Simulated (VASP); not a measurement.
GeB4P: single point with PBE

Crystal: GeB4P.

```xyz
6
Lattice="0.0000 3.1584 3.1584 3.1584 0.0000 3.1584 3.1584 3.1584 0.0000" Properties=species:S:1:pos:R:3 pbc="T T T"
Ge    0.0000    0.0000    0.0000
B     2.2070    4.1098    4.1098
B     2.2070    2.2070    2.2070
B     4.1098    2.2070    4.1098
B     4.1098    4.1098    2.2070
P     4.7376    4.7376    4.7376
```

* Program: VASP 6.6.1
* Task: single point
* Functional: PBE
* Potentials or basis: VASP PAW PBE potentials, release 64 (Ge_d, B, P)
* Cutoff: 520 eV
* k mesh: 4 × 4 × 4
* Occupations: gaussian, width 0.1 eV
* Spin: no spin polarisation
* Dipole correction: no
* Further INCAR settings: ALGO = Normal; EDIFF = 1e-07; NBANDS = 24

```yaml
Pressure: -0.3 GPa
```

Levels at points of the mesh, in eV from the Fermi level:
| k point | band 12 | band 13 | band 14 | band 15 | band 16 | band 17 | band 18 | band 19 | band 20 | band 21 |
| --- | --- | --- | --- | --- | --- | --- | --- | --- | --- | --- |
| (0.00, 0.00, 0.00) | -3.64 | -3.64 | -3.64 | -3.04 | -1.85 | -1.85 | -1.17 | -1.17 | -1.17 | 6.50 |
| (0.50, 0.00, 0.00) | -5.16 | -5.16 | -1.09 | -0.32 | 0.49 | 0.49 | 1.80 | 1.80 | 3.30 | 3.87 |
| (0.50, 0.50, 0.00) | -1.68 | -0.35 | -0.19 | -0.19 | -0.08 | 1.22 | 2.00 | 2.19 | 2.19 | 3.79 |

Wall time 27 s on 1 thread of AMD EPYC 7R43 64-Core Processor (Zen 3) (shared host), peak memory 0.17 GiB.

Caveat: the k points lie up to 0.43 Å⁻¹ apart.
